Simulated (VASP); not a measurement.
Wanted: the native input for a VASP 6.6.1 run.

```yaml
Task: single point
Functional: r2SCANh
Potentials_or_basis: VASP PAW PBE potentials, release 64 (B, N)
Cutoff: 580 eV
k_mesh: 8 × 8 × 4
Occupations: fermi-dirac, width 0.01 eV
Spin: no spin polarisation
Dipole_correction: no
Grid_for_exact_exchange_PRECFOCK: Normal
Further_INCAR_settings: ALGO = Normal; EDIFF = 1e-06; NBANDS = 16
Share_of_exact_exchange: 0.1
```

The system is BN.

```
CELL_PARAMETERS angstrom
2.48834 0.00000 0.00000
-1.24417 2.15497 0.00000
0.00000 0.00000 6.49548
ATOMIC_POSITIONS crystal
B 0.33359 0.66641 0.25000
B 0.66641 0.33359 0.75000
N 0.33422 0.66578 0.75000
N 0.66578 0.33422 0.25000
```

These files were run (other wordings do the same):

POSCAR

```
BN
1.0
    2.4883437615      0.0000000000      0.0000000000
   -1.2441718807      2.1549689108      0.0000000000
    0.0000000000      0.0000000000      6.4954828762
B N
2 2
Direct
    0.3335905391      0.6664094605      0.2500000001
    0.6664094604      0.3335905391      0.7500000004
    0.3342207758      0.6657792238      0.7500000004
    0.6657792237      0.3342207758      0.2500000001
```

INCAR.step1

```
SYSTEM = BN
PREC = Accurate ; ENCUT = 580
EDIFF = 1E-5 ; ISMEAR = -1
SIGMA = 0.01 ; LREAL = .False.
LASPH = .True. ; NELM = 120
ALGO = Normal ; ISIF = 2
LWAVE = .True. ; LCHARG = .False.
NBANDS = 16 ; GGA = PE
GGA_COMPAT = .False. ; KPAR = 4
```

INCAR.step2

```
SYSTEM = BN
PREC = Accurate ; ENCUT = 580
EDIFF = 1E-6 ; ISMEAR = -1
SIGMA = 0.01 ; LREAL = .False.
LASPH = .True. ; NELM = 120
ALGO = Normal ; ISIF = 2
LWAVE = .False. ; LCHARG = .False.
METAGGA = R2SCAN ; LHFCALC = .True.
AEXX = 0.1 ; LMIXTAU = .True.
PRECFOCK = Normal ; NBANDS = 16
ISTART = 1 ; GGA_COMPAT = .False.
KPAR = 4
```

KPOINTS

```
Automatic mesh
0
Gamma
  8 8 4
  0 0 0
```

Potentials or basis: VASP PAW PBE potentials, release 64 (B, N).

Run with:

```bash
$ cat potpaw_PBE.64/B/POTCAR potpaw_PBE.64/N/POTCAR > POTCAR
$ cp INCAR.step1 INCAR
$ mpirun -np 4 vasp_std > vasp.out
$ cp INCAR.step2 INCAR
$ mpirun -np 4 vasp_std > vasp.out
```

Results of the run:

```yaml
Pressure: 3.6 GPa
Largest_force: 0.219 eV/Å
Band_gap_on_the_k_mesh: 5.57 eV (least direct gap 6.01 eV)
```

Caveat: the cell stands under pressure; the PAW data sets were made with another functional, which shifts forces and pressure a little.

It took 19 min on 4 MPI ranks on Intel(R) Xeon(R) Platinum 8559C (Emerald Rapids) (shared host), peak memory 0.2 GiB a rank.
